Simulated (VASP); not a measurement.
A run of VASP 6.6.1:

The input INCAR:

```
SYSTEM = InAs
PREC = Accurate
ENCUT = 520
EDIFF = 1E-6
ISMEAR = -1
SIGMA = 0.02
LREAL = .FALSE.
LASPH = .TRUE.
NELM = 60
ALGO = Normal
ISIF = 2
LWAVE = .FALSE.
LCHARG = .FALSE.
GGA = CA
NBANDS = 16
```

File KPOINTS:

```
Automatic mesh
0
G
  6 6 6
  0 0 0
```

Contents of POSCAR:

```
InAs
1.0
    0.0000000000      3.0145121494      3.0145121494
    3.0145121494      0.0000000000      3.0145121494
    3.0145121494      3.0145121494      0.0000000000
In As
1 1
Direct
    0.0000000000      0.0000000000      0.0000000000
    0.2500000000      0.2500000000      0.2500000000
```

Potentials or basis: VASP PAW LDA potentials, release 64 (In_d, As).

The run is started by

```console
$ cat potpaw_LDA.64/In_d/POTCAR potpaw_LDA.64/As/POTCAR > POTCAR
$ mpirun -np 1 vasp_std > vasp.out
```

Hardware: 1 thread of Intel(R) Xeon(R) 6975P-C (Granite Rapids), on a shared host.

Q: Estimate the wall time of this run.

A: Run time: 4.9 s on 1 thread of Intel(R) Xeon(R) 6975P-C (Granite Rapids), with other jobs on the host, peak memory 0.16 GiB. Counts: scf iterations 13, k points 16.
